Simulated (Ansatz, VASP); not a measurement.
Two plane-wave programs on FeSi

```
CELL_PARAMETERS angstrom
4.34402 0.00000 0.00000
0.00000 4.34402 0.00000
0.00000 0.00000 4.34402
ATOMIC_POSITIONS crystal
Fe 0.13686 0.13686 0.13686
Fe 0.36314 0.86314 0.63686
Fe 0.63686 0.36314 0.86314
Fe 0.86314 0.63686 0.36314
Si 0.84099 0.84099 0.84099
Si 0.65901 0.15901 0.34099
Si 0.34099 0.65901 0.15901
Si 0.15901 0.34099 0.65901
```

Alike in both runs: task relaxation of the atoms; functional PBEsol; k mesh 8 × 8 × 8; occupations gaussian, width 0.05 eV; no spin polarisation.

|  | VASP | Ansatz |
| --- | --- | --- |
| version | VASP 6.6.1 | Ansatz 0.2.0 |
| potentials or method | VASP PAW PBE potentials, release 64 (Fe, Si), cutoff 520 eV | scalar-relativistic, plane waves, PAW |
| valence electrons in the cell | 48 | 80 |

|  | VASP | Ansatz | Ansatz less VASP |
| --- | --- | --- | --- |
| gap on the k mesh at the Fermi level, each at its own relaxed structure (eV) | 0.14 | 0.15 | +0.010 |

VASP's potentials were made for PBE, not for PBEsol. VASP's potentials hold 48 valence electrons a cell and Ansatz's 80, so a difference there can come from the potentials and not from the codes. Ansatz's warnings: stress scf threshold loose.
